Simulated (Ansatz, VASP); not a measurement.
**Eu: VASP beside Ansatz**

File INCAR:

```
ALGO     = Normal         # electronic algorithm
EDIFF    = 1E-7           # SCF threshold, eV
EDIFFG   = -0.01          # ionic threshold
ENCUT    = 600            # plane-wave cutoff, eV
GGA      = CA             # functional
IBRION   = 2              # ionic algorithm
ISIF     = 3              # what is computed and relaxed
ISMEAR   = -1             # smearing method
ISPIN    = 2              # spin polarisation
LASPH    = True           # aspherical terms in the spheres
LCHARG   = False          # write CHGCAR
LMAXMIX  = 6              # l up to which the mixer works
LORBIT   = 11             # projections on sites
LREAL    = False          # projectors in reciprocal space
LWAVE    = False          # write WAVECAR
MAGMOM   = 7              # initial moments
NELM     = 150            # most SCF steps
NSW      = 80             # ionic steps
PREC     = Accurate       # precision mode
SIGMA    = 0.05           # smearing width, eV
```

KPOINTS

```
k-points
0
Gamma
  10 10 10
```

File POSCAR:

```
Eu
1.0
   -2.2755000000      2.2755000000      2.2755000000
    2.2755000000     -2.2755000000      2.2755000000
    2.2755000000      2.2755000000     -2.2755000000
Eu
1
Direct
    0.0000000000      0.0000000000      0.0000000000
```

Input for Ansatz:

```yaml
crystal:
  lattice:
    - [-2.2755, 2.2755, 2.2755]
    - [2.2755, -2.2755, 2.2755]
    - [2.2755, 2.2755, -2.2755]
  atoms:
    - { symbol: Eu, position: [0.0, 0.0, 0.0], spin: 7.0 }
hamiltonian:
  xc: lda
  pseudopotentials:
    kind: paw
    azcp:
      Eu: "pseudopotentials/Eu.paw.azcp"
basis:
  ecutwfc: 420
  fft_grid_basis: typed
kpoints:
  mp_grid: { grid: [10, 10, 10], shift: [0, 0, 0] }
magnetization:
  spin_polarized: true
scf:
  occupations: { method: fermi_dirac, width: 0.05 }
relax:
  max_steps: 60
  f_tol: 0.01
  cell: {}
```

Alike in both runs: task relaxation of cell and atoms; functional LDA; k mesh 10 × 10 × 10; occupations fermi-dirac, width 0.05 eV; collinear spin.

|  | VASP | Ansatz |
| --- | --- | --- |
| version | VASP 6.6.1 | Ansatz 0.2.0 |
| potentials or method | VASP PAW PBE potentials, release 64 (Eu), cutoff 600 eV | plane waves (420 eV) with PAW, scalar-relativistic |
| valence electrons in the cell | 17 | 17 |

Ansatz gave:

```
net moment per atom (μB)                                      : 7.19
size of the moment on the site where the two differ most (μB) : 6.94
relaxed volume (Å³/atom)                                      : 34.68
relaxed cell length with the largest relative difference (Å)  : 3.558
```

What did VASP give for the same quantities?

net moment per atom (μB): 7.14; size of the moment on the site where the two differ most (μB): 6.64; relaxed volume (Å³/atom): 34.22; relaxed cell length with the largest relative difference (Å): 3.543.

VASP's potentials were made for PBE, not for LDA, and Ansatz warns of the same on its side. LDA's correlation is that of Perdew and Zunger in VASP and of Perdew and Wang (1992) in Ansatz. Site moments also hang on the region over which each program counts them.

Spin-orbit coupling is off throughout. Noted on VASP's run: the volume moved by over 15 % at a fixed basis, so the end points are rough.
